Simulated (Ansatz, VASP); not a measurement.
Be7S: VASP beside Ansatz

```
Be S
1.0
     2.19520   -2.65045    0.00052
     2.19071    2.65493   -0.00125
     0.00185    0.00240    6.73566
Be S
7 1
Direct
  0.76403 0.23599 0.50000
  0.21989 0.78005 0.50000
  0.73277 0.74866 0.29965
  0.73271 0.74861 0.70034
  0.25147 0.26708 0.70031
  0.25153 0.26714 0.29970
  0.57606 0.42406 0.00000
  0.97154 0.02841 0.00000
```

Change from the starting cell: cell x1, atoms moved at random (sigma 0.1 Å) and cell strained at random (1.5 %), then relaxed without symmetry.

Alike in both runs: functional PBE; k mesh 6 × 6 × 4; occupations gaussian, width 0.2 eV; no spin polarisation.

Ansatz relaxed the structure, and its values are those at the end. VASP's run is a single point on that final structure, the one shown.

|  | VASP | Ansatz |
| --- | --- | --- |
| version | VASP 6.6.1 | Ansatz 0.2.0 |
| potentials or method | VASP PAW PBE potentials, release 64 (Be, S), cutoff 520 eV | scalar-relativistic, plane waves, PAW |
| valence electrons in the cell | 20 | 20 |

VASP gave:

- gap on the k mesh at the Fermi level (eV): none
- pressure (GPa): 0.1
- rms of the force components (eV/Å): 0.005

Q: Estimate Ansatz's values.

A: gap on the k mesh at the Fermi level (eV): none; pressure (GPa): 0.0; rms of the force components (eV/Å): 0.002.

A gap of «none» marks a metal or a gap that the smearing closes. The functional is the same, so the differences come from potentials, cutoffs and numerics.
